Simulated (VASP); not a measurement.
A run of VASP 6.6.1 is set up as follows.

Contents of INCAR:

```
PREC     = Accurate       # precision mode
ENCUT    = 520            # plane-wave cutoff, eV
EDIFF    = 1E-7           # SCF threshold, eV
ISMEAR   = 0              # smearing method
SIGMA    = 0.02           # smearing width, eV
LREAL    = F              # projectors in reciprocal space
LASPH    = T              # aspherical terms in the spheres
NELM     = 60             # most SCF steps
ALGO     = Normal         # electronic algorithm
ISIF     = 2              # what is computed and relaxed
LWAVE    = F              # write WAVECAR
LCHARG   = T              # write CHGCAR
GGA      = PE             # functional
LELF     = T              # ELF
LVHAR    = T            
NBANDS   = 16             # bands
```

File KPOINTS:

```
Automatic mesh
0
Gamma
  12 12 6
```

Contents of POSCAR:

```
MgO
1.0
    3.3150785077      0.0000000000      0.0000000000
   -1.6575392538      2.8709422032      0.0000000000
    0.0000000000      0.0000000000      5.1182377532
Mg O
2 2
Direct
    0.3333333333      0.6666666667      0.0061939067
    0.6666666667      0.3333333333      0.5061939067
    0.3333333333      0.6666666667      0.3984060833
    0.6666666667      0.3333333333      0.8984060833
```

Potentials or basis: VASP PAW PBE potentials, release 64 (Mg, O).

Command:

```sh
$ cat potpaw_PBE.64/Mg/POTCAR potpaw_PBE.64/O/POTCAR > POTCAR
$ mpirun -np 1 vasp_std > vasp.out
```

**Question.** What does it give for the pressure?

**Answer.** -0.4 GPa.

**Question.** What does it give for the largest force?

**Answer.** 0.004 eV/Å.

**Question.** Estimate the band gap on the k mesh.

**Answer.** 3.39 eV.

Forces in eV/Å, atoms in the order of the input:
```
Mg   0.000  0.000  0.004
Mg   0.000  0.000  0.004
O    0.000  0.000 -0.004
O    0.000  0.000 -0.004
```

A k mesh can miss the band edges.
